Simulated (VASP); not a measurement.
# Sc: single point with PBEsol

Crystal: Sc.

```
Sc
1.0
     3.65176    0.00000    0.00000
    -0.40764    3.54646    0.00000
    -1.47881   -1.72400    2.69534
Sc
1
Direct
  0.00000 0.00000 0.00000
```

| Item | Value |
| --- | --- |
| Program | VASP 6.6.1 |
| Task | single point |
| Functional | PBEsol |
| Potentials or basis | VASP PAW PBE potentials, release 64 (Sc_sv) |
| Cutoff | 520 eV |
| k mesh | 5 × 5 × 5 |
| Occupations | gaussian, width 0.15 eV |
| Spin | no spin polarisation |
| Dipole correction | no |
| Further INCAR settings | ALGO = Normal; EDIFF = 1e-06; NBANDS = 12 |

```json
{
  "Pressure": "-10.9 GPa",
  "Band gap on the k mesh": "zero (an odd number of electrons rules out a gap without spin polarisation)"
}
```

Stress tensor (GPa, compression positive):
```
-11.27   0.60  -0.91
  0.60 -10.19  -0.53
 -0.91  -0.53 -11.30
```

Levels at points of the mesh, in eV from the Fermi level:
| k point | band 2 | band 3 | band 4 | band 5 | band 6 | band 7 | band 8 | band 9 |
| --- | --- | --- | --- | --- | --- | --- | --- | --- |
| (0.00, 0.00, 0.00) | -28.80 | -28.79 | -28.78 | -4.45 | 0.83 | 0.97 | 1.41 | 1.64 |

It took 42 s on 1 thread of Intel Xeon 8259CL (shared host), peak memory 0.17 GiB.

Caveat: the k points lie up to 0.43 Å⁻¹ apart, too coarse for converged energies and pressures of a metal; the PAW data sets were made with another functional, which shifts forces and pressure a little.
